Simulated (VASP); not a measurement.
Crystal: Yb.

```
CELL_PARAMETERS angstrom
0.00000 2.74310 2.74310
2.74310 0.00000 2.74310
2.74310 2.74310 0.00000
ATOMIC_POSITIONS crystal
Yb 0.00000 0.00000 0.00000
```

Base run:

- Program: VASP 6.6.1
- Functional: LDA
- Potentials or basis: VASP PAW PBE potentials, release 64 (Yb)
- Cutoff: 520 eV
- k mesh: 8 × 8 × 8
- Occupations: gaussian, width 0.02 eV
- Spin: collinear spin, ferromagnetic start
- Starting moments: [1.0] μB

Its results: band gap on the k mesh zero (filled and empty bands touch); pressure -5.5 GPa; net moment 0.00 μB per cell.

Task: The run is repeated on the same cell with these changes: functional from LDA to RPBE. What comes out?

Result: Band gap on the k mesh zero (filled and empty bands overlap); pressure -2.3 GPa; net moment 0.02 μB per cell.

RPBE binds less tightly than LDA, so the same cell stands under more pressure.

Caveats: the PAW data sets were made with another functional, which shifts forces and pressure a little; spin-orbit coupling is left out, which moves the levels of the heavy elements.
